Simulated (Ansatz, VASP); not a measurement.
One calculation of MoS2, two programs

```
CELL_PARAMETERS angstrom
3.17303 0.00000 0.00000
-1.58651 2.74792 0.00000
0.00000 0.00000 12.43573
ATOMIC_POSITIONS crystal
Mo 0.66667 0.33333 0.25000
Mo 0.33333 0.66667 0.75000
S 0.33333 0.66667 0.37510
S 0.66667 0.33333 0.87510
S 0.33333 0.66667 0.12490
S 0.66667 0.33333 0.62490
```

Alike in both runs: task single point; functional LDA; k mesh 12 × 12 × 2; no spin polarisation.

|  | VASP | Ansatz |
| --- | --- | --- |
| version | VASP 6.6.1 | Ansatz 0.2.0 |
| potentials or method | VASP PAW LDA potentials, release 64 (Mo_sv, S) | plane waves, PAW |
| plane-wave cutoff (eV) | 520 | 420 |
| occupations | gaussian, width 0.01 eV | fixed |
| valence electrons in the cell | 52 | 52 |

```tsv
	VASP	Ansatz	Ansatz less VASP
gap on the k mesh at the Fermi level (eV)	0.87	0.86	-0.010
pressure (GPa)	-5.0	-5.2	-0.12
traceless stress, the component that is largest in VASP (GPa)	0.99	1.02	+0.026
rms of the force components (eV/Å)	0.144	0.152	+0.0080
```

LDA's correlation is that of Perdew and Zunger in VASP and of Perdew and Wang (1992) in Ansatz. Atom by atom the forces differ by 0.008 eV/Å (rms over components). Ansatz's warnings: structure snapped to symmetry.
